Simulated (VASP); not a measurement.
# GaN (NiAs type) (P6_3/mmc) in VASP: relaxation of cell and atoms with PBE

Aim: the relaxation of cell and atoms of GaN (NiAs type) with PBE.

Program: VASP 6.6.1. These are calculated values, not measurements. Logs are shortened: lines on timing, memory, paths and dates and some standing lists are left out, and cuts for length are marked.

### Step 1. The cell of the first run

Symmetry: P6_3/mmc, No. 194, hexagonal system. The conventional cell has a = 2.727 Å, b = 2.727 Å, c = 4.227 Å, α = 90.00°, β = 90.00°, γ = 120.00°. Ga (site symmetry -3m) has 6 N at 1.90 Å and 2 Ga at 2.11 Å within 2.5 Å. Within 2.5 Å of N (site symmetry -6m2) lie 6 Ga at 1.90 Å.

### Step 2. Relaxation of cell and atoms, PBE, target pressure 170 GPa, at which the enthalpy is minimised

Contents of INCAR:

```
SYSTEM = GaN
ALGO     = Normal         ! electronic algorithm
EDIFF    = 1E-6           ! SCF threshold, eV
EDIFFG   = -0.005         ! ionic threshold
ENCUT    = 600            ! plane-wave cutoff, eV
GGA      = PE             ! functional
IBRION   = 2              ! ionic algorithm
ISIF     = 3              ! what is computed and relaxed
ISMEAR   = -1             ! smearing method
LASPH    = .True.         ! aspherical terms in the spheres
LCHARG   = .False.        ! write CHGCAR
LREAL    = .False.        ! projectors in reciprocal space
LWAVE    = .False.        ! write WAVECAR
NELM     = 60             ! most SCF steps
NSW      = 60             ! ionic steps
PREC     = Accurate       ! precision mode
PSTRESS  = 1700.0       
SIGMA    = 0.1            ! smearing width, eV
```

Contents of KPOINTS:

```
k-points
0
Gamma
  12 12 7
  0 0 0
```

Contents of POSCAR:

```
GaN
1.0
    2.7270224464      0.0000000000      0.0000000000
   -1.3635112232      2.3616707153      0.0000000000
    0.0000000000      0.0000000000      4.2268847920
Ga N
2 2
Direct
    0.0000000000      0.0000000000      0.0000000000
    0.0000000000      0.0000000000      0.5000000000
    0.3333333333      0.6666666667      0.2500000000
    0.6666666667      0.3333333333      0.7500000000
```

Potentials or basis: VASP PAW PBE potentials, release 64 (Ga_d, N).

Started as:

```sh
cat potpaw_PBE.64/Ga_d/POTCAR potpaw_PBE.64/N/POTCAR > POTCAR
mpirun -np 1 vasp_std > vasp.out
```

OUTCAR:

```text
SYSTEM = GaN
   EDIFF = 1E-6
   EDIFFG = -0.005
   ENCUT = 600
   GGA = PE
   IBRION = 2
   ISIF = 3
   ISMEAR = -1
   LASPH = .True.
   LREAL = .False.
   NELM = 60
   NSW = 60
   PREC = Accurate
   PSTRESS = 1700.0

 ion  position               nearest neighbor table
   1  0.000  0.000  0.000-   3 1.90   4 1.90   4 1.90   3 1.90   4 1.90   3 1.90   2 2.11   2 2.11

   2  0.000  0.000  0.500-   3 1.90   4 1.90   4 1.90   3 1.90   4 1.90   3 1.90   1 2.11   1 2.11

   3  0.333  0.667  0.250-   1 1.90   2 1.90   1 1.90   2 1.90   1 1.90   2 1.90
   4  0.667  0.333  0.750-   1 1.90   2 1.90   1 1.90   2 1.90   1 1.90   2 1.90

  LATTYP: Found a hexagonal cell.
 ALAT       =     2.7270224464
 C/A-ratio  =     1.5500000000

  Lattice vectors:

 A1 = (   2.7270224464,   0.0000000000,   0.0000000000)
 A2 = (  -1.3635112232,   2.3616707153,   0.0000000000)
 A3 = (   0.0000000000,   0.0000000000,   4.2268847920)

Analysis of symmetry for initial positions (statically):
=====================================================================
 Subroutine PRICEL returns:
 Original cell was already a primitive cell.

 Routine SETGRP: Setting up the symmetry group for a
 hexagonal supercell.

 Subroutine GETGRP returns: Found 24 space group operations
 (whereof 12 operations were pure point group operations)
 out of a pool of 24 trial point group operations.

The static configuration has the point symmetry D_3d.
 The point group associated with its full space group is D_6h.

Analysis of symmetry for dynamics (positions and initial velocities):
=====================================================================
 Subroutine PRICEL returns:
 Original cell was already a primitive cell.

 Routine SETGRP: Setting up the symmetry group for a
 hexagonal supercell.

 Subroutine GETGRP returns: Found 24 space group operations
 (whereof 12 operations were pure point group operations)
 out of a pool of 24 trial point group operations.

The dynamic configuration has the point symmetry D_3d.
 The point group associated with its full space group is D_6h.

 Subroutine INISYM returns: Found 24 space group operations
 (whereof 12 operations are pure point group operations),
 and found     1 'primitive' translations

----------------------------------------------------------------------------------------

                                     Primitive cell

  volume of cell :      27.2225

  direct lattice vectors                    reciprocal lattice vectors
     2.727022446  0.000000000  0.000000000     0.366700319  0.211714528  0.000000000
    -1.363511223  2.361670715  0.000000000     0.000000000  0.423429055  0.000000000
     0.000000000  0.000000000  4.226884792     0.000000000  0.000000000  0.236580851

  length of vectors
     2.727022446  2.727022446  4.226884792     0.423429055  0.423429055  0.236580851

  position of ions in fractional coordinates (direct lattice)
     0.000000000  0.000000000  0.000000000
     0.000000000  0.000000000  0.500000000
     0.333333333  0.666666667  0.250000000
     0.666666667  0.333333333  0.750000000

  ion indices of the primitive-cell ions
   primitive index   ion index
                 1           1
                 2           2
                 3           3
                 4           4

----------------------------------------------------------------------------------------

 KPOINTS: k-points

Automatic generation of k-mesh.
 Grid dimensions read from file:
 generate k-points for:   12   12    7

 Generating k-lattice:

  Cartesian coordinates                     Fractional coordinates (reciprocal lattice)
     0.030558360  0.017642877  0.000000000     0.083333333  0.000000000  0.000000000
     0.000000000  0.035285755  0.000000000     0.000000000  0.083333333  0.000000000
     0.000000000  0.000000000  0.033797264     0.000000000  0.000000000  0.142857143

  Length of vectors
     0.035285755  0.035285755  0.033797264

  Shift w.r.t. Gamma in fractional coordinates (k-lattice)
     0.000000000  0.000000000  0.000000000

 Subroutine IBZKPT returns following result:
 ===========================================

 Found     76 irreducible k-points:

 Following reciprocal coordinates:
            Coordinates               Weight
  0.000000  0.000000  0.000000      1.000000
  0.083333  0.000000  0.000000      6.000000
  0.166667  0.000000  0.000000      6.000000
  0.250000  0.000000  0.000000      6.000000
  0.333333 -0.000000  0.000000      6.000000
  0.416667  0.000000  0.000000      6.000000
[... 16 lines left out ...]
  0.250000  0.000000  0.142857     12.000000
  0.333333 -0.000000  0.142857     12.000000
 [... further k-points ...]
   k-points           NKPTS =     76   k-points in BZ     NKDIM =     76   number of bands    NBANDS=     22
   number of dos      NEDOS =    301   number of ions     NIONS =      4
   total plane-waves  NPLWV =  20736
   dimension x,y,z NGX =    24 NGY =   24 NGZ =   36
   dimension x,y,z NGXF=    48 NGYF=   48 NGZF=   72
   ions per type =               2   2
   NGX,Y,Z   is equivalent  to a cutoff of  14.63, 14.63, 14.16 a.u.
   NGXF,Y,Z  is equivalent  to a cutoff of  29.26, 29.26, 28.32 a.u.
 SYSTEM =  GaN
   PREC   = accura    normal or accurate (medium, high low for compatibility)
   ISTART =      0    job   : 0-new  1-cont  2-samecut
   ICHARG =      2    charge: 1-file 2-atom 10-const
   ISPIN  =      1    spin polarized calculation?
   LNONCOLLINEAR =      F non collinear calculations
   LSORBIT =      F    spin-orbit coupling
   LASPH  =      T    aspherical Exc in radial PAW
   ENCUT  =  600.0 eV  44.10 Ry    6.64 a.u.   5.45  5.45  8.44*2*pi/ulx,y,z
   NELM   =     60;   NELMIN=  2; NELMDL= -5     # of ELM steps
   EDIFF  = 0.1E-05   stopping-criterion for ELM
   LREAL  =      F    real-space projection
   EDIFFG = -.5E-02   stopping-criterion for IOM
   NSW    =     60    number of steps for IOM
   IBRION =      2    ionic relax: 0-MD 1-quasi-New 2-CG
   NFREE  =      1    steps in history (QN), initial steepest desc. (CG)
   ISIF   =      3    stress and relaxation
   ISYM   =      2    0-nonsym 1-usesym 2-fastsym
   POTIM  = 0.5000    time-step for ionic-motion
   TEBEG  =    0.0;   TEEND  =   0.0 temperature during run
   PSTRESS= 1700.0 pullay stress
   NELECT =      36.0000    total number of electrons
   NUPDOWN=      -1.0000    fix difference up-down
   EMIN   =  10.00;   EMAX   =-10.00  energy-range for DOS
   EFERMI =   0.00;   METHOD = LEGACY
   ISMEAR =    -1;   SIGMA  =   0.10  broadening in eV -4-tet -1-fermi 0-gaus
   EFERMI_NEDOS =   21; number of points for ismear=-14 and -15
   IALGO  =     38    algorithm
   IMIX   =      4    mixing-type and parameters
     AMIX     =   0.40;   BMIX     =  1.00
     AMIX_MAG =   1.60;   BMIX_MAG =  1.00
  volume/ion in A,a.u.               =       6.81        45.93
  Fermi-wavevector in a.u.,A,eV,Ry     =   1.796937  3.395718 43.932973  3.228982
  Thomas-Fermi vector in A             =   2.858382
   LORBIT       =      0    0 simple, 1 ext, 2 COOP (PROOUT), +10 PAW based schemes
   GGA     = PE    functional components
   LHFCALC =     F    Hartree Fock is set to
   AEXX    =    0.0000 exact exchange contribution
   IVDW    =     0    specifies the selected vdW correction
   LEPSILON=     F    determine dielectric tensor
   LRPA    =     F    only Hartree local field effects (RPA)
 conjugate gradient relaxation of ions
 non-spin polarized calculation
  energy-cutoff  :      600.00
  volume of cell :       27.22
 maximum number of plane-waves:       929
 NGX is ok and might be reduce to    24
   NGX = 11   NGY = 11   NGZ = 17

--------------------------------------- Ionic step        1  -------------------------------------------

 number of electron      36.0000001 magnetization

 Free energy of the ion-electron system (eV)
  ---------------------------------------------------
  ext. energy  EPLUGINS =         0.00000000
  ---------------------------------------------------
  free energy    TOTEN  =       -16.04945079 eV

  energy without entropy =      -16.04945079  energy(sigma->0) =      -16.04945079

------------------------ aborting loop because EDIFF is reached ----------------------------------------

  FORCE on cell =-STRESS in cart. coord.  units (eV):
  Direction    XX          YY          ZZ          XY          YZ          ZX
  --------------------------------------------------------------------------------------
  -------------------------------------------------------------------------------------
  Total       25.5092919     25.5092919     45.4331719      0.0000000      0.0000000      0.0000000
  in kB     1501.3450560   1501.3450560   2673.9616379      0.0000000      0.0000000      0.0000000
  external PRESSURE =     192.2172500 kB  Pullay stress =    1700.0000000 kB
[... 99 lines left out ...]
  FREE ENERGIE OF THE ION-ELECTRON SYSTEM (eV)
  ---------------------------------------------------
  free  energy   TOTEN  =       -18.2198081440 eV

  energy  without entropy=      -18.2198081319  energy(sigma->0) =      -18.21980814

  enthalpy is  TOTEN    =        12.1311643091 eV   P V=       30.3509724531

[... ionic steps 4 to 7 ...]

--------------------------------------- Ionic step        8  -------------------------------------------

 number of electron      36.0000005 magnetization

------------------------ aborting loop because EDIFF is reached ----------------------------------------

  FORCE on cell =-STRESS in cart. coord.  units (eV):
  Direction    XX          YY          ZZ          XY          YZ          ZX
  --------------------------------------------------------------------------------------
  -------------------------------------------------------------------------------------
  Total       29.2383929     29.2383929     29.0319857      0.0000000      0.0000000      0.0000000
  in kB     1704.2117123   1704.2117124   1692.1809019      0.0000000      0.0000000      0.0000000
  external PRESSURE =       0.2014422 kB  Pullay stress =    1700.0000000 kB
[... 65 lines left out ...]
  enthalpy is  TOTEN    =        12.0130876907 eV   P V=       29.1688630525

--------------------------------------- Ionic step       10  -------------------------------------------

 number of electron      36.0000005 magnetization

 Free energy of the ion-electron system (eV)
  ---------------------------------------------------
  ext. energy  EPLUGINS =         0.00000000
  ---------------------------------------------------
  free energy    TOTEN  =       -17.15493026 eV

  energy without entropy =      -17.15493025  energy(sigma->0) =      -17.15493026

 E-fermi :  14.5989     XC(G=0): -14.9801

 val. band max:       12.8827790739   @ k =   0.0833   0.0000   0.0000
 cond. band min:      16.0509533196   @ k =   0.3333   0.3333   0.0000
 fundamental gap:      3.1681742457
 Fermi energy:        14.5989087747

 k-point     1 :       0.0000    0.0000    0.0000
  band No.  band energies     occupation
      1      -8.5509      2.00000
      2      -4.3677      2.00000
      3      -2.5757      2.00000
      4      -2.5080      2.00000
      5      -2.2090      2.00000
      6      -2.2090      2.00000
[... 574 lines left out ...]
      6      -2.1542      2.00000
[... 14 lines left out ...]
     21      21.6313      0.00000
     22      23.3366      0.00000

 [... further k-points ...]

------------------------ aborting loop because EDIFF is reached ----------------------------------------

  FORCE on cell =-STRESS in cart. coord.  units (eV):
  Direction    XX          YY          ZZ          XY          YZ          ZX
  --------------------------------------------------------------------------------------
  -------------------------------------------------------------------------------------
  Total       29.1573053     29.1573054     29.1556779     -0.0000000      0.0000000     -0.0000000
  in kB     1699.3768184   1699.3768185   1699.2819676     -0.0000000      0.0000000     -0.0000000
  external PRESSURE =      -0.6547985 kB  Pullay stress =    1700.0000000 kB
[... 19 lines left out ...]
  FREE ENERGIE OF THE ION-ELECTRON SYSTEM (eV)
  ---------------------------------------------------
  free  energy   TOTEN  =       -17.1549302617 eV

  energy  without entropy=      -17.1549302543  energy(sigma->0) =      -17.15493026

  enthalpy is  TOTEN    =        12.0130674170 eV   P V=       29.1679976787

 reached required accuracy - stopping structural energy minimisation
```

Wall time 2.1 min (1 thread of Intel Xeon 6975P-C (Granite Rapids), shared host); peak memory 0.19 GiB.

Results:

```yaml
Free_energy: -17.1549 eV
Relaxed_volume: 6.87 Å³/atom
Relaxed_cell: a = 2.627 Å, b = 2.627 Å, c = 4.599 Å, α = 90.00°, β = 90.00°, γ = 120.00°
Space_group_after_relaxing_to_0.1_Å: P6_3/mmc (No. 194)
Energy_change_on_relaxing_the_run_minimises_the_enthalpy: -276.4 meV/atom
Ionic_steps: 10
Pressure_after_relaxing: 169.9 GPa
Band_gap_on_the_k_mesh: 3.17 eV (least direct gap 5.07 eV)
```

Step by step:
```
step  energy change (eV)  largest force (eV/Å)  pressure (GPa)  volume (Å³)
   1              0.0000                0.0000          189.22        27.22
   2             -2.6335                0.0000          102.46        30.05
   3             -2.1704                0.0000          139.98        28.60
   4             -2.0592                0.0000          143.65        28.50
   5              2.3106                0.0000          255.18        25.05
   6             -1.1861                0.0000          167.75        27.57
   7             -1.1244                0.0000          169.37        27.51
   8             -1.1035                0.0000          170.02        27.49
   9             -1.1063                0.0000          169.98        27.49
  10             -1.1055                0.0000          169.93        27.49
```

Final structure:
```cif
data_structure
_symmetry_space_group_name_H-M 'P 1'
_symmetry_Int_Tables_number 1
_cell_length_a 2.6271
_cell_length_b 2.6271
_cell_length_c 4.5991
_cell_angle_alpha 90.000
_cell_angle_beta 90.000
_cell_angle_gamma 120.000
_cell_volume 27.49
loop_
_atom_site_label
_atom_site_type_symbol
_atom_site_fract_x
_atom_site_fract_y
_atom_site_fract_z
_atom_site_occupancy
Ga1 Ga 0.00000 0.00000 0.00000 1
Ga2 Ga 0.00000 0.00000 0.50000 1
N1 N 0.33333 0.66667 0.25000 1
N2 N 0.66667 0.33333 0.75000 1
```

Caveat: the cell is relaxed towards a set pressure, so the run minimises the enthalpy, not the energy; an odd mesh through Γ misses points on the zone boundary, where band edges can lie.
